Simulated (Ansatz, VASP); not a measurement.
## C in VASP and in Ansatz

```xyz
2
Lattice="0.0000 1.7834 1.7834 1.7834 0.0000 1.7834 1.7834 1.7834 0.0000" Properties=species:S:1:pos:R:3 pbc="T T T"
C     2.6751    2.6751    2.6751
C     1.7834    1.7834    1.7834
```

Alike in both runs: task single point; functional PBE; k mesh 8 × 8 × 8; occupations fermi-dirac, width 0.03 eV; no spin polarisation.

|  | VASP | Ansatz |
| --- | --- | --- |
| version | VASP 6.6.1 | Ansatz 0.2.0 |
| potentials or method | VASP PAW PBE potentials, release 64 (C), cutoff 520 eV | all-electron LAPW, scalar-relativistic |

|  | VASP | Ansatz | Ansatz less VASP |
| --- | --- | --- | --- |
| gap on the k mesh at the Fermi level (eV) | 4.13 | 4.14 | +0.008 |
| least direct gap on the mesh (eV) | 5.59 | 5.60 | +0.010 |
| pressure (GPa) | 2.5 | 1.8 | -0.70 |

Ansatz ran all-electron here, and VASP with PAW potentials.
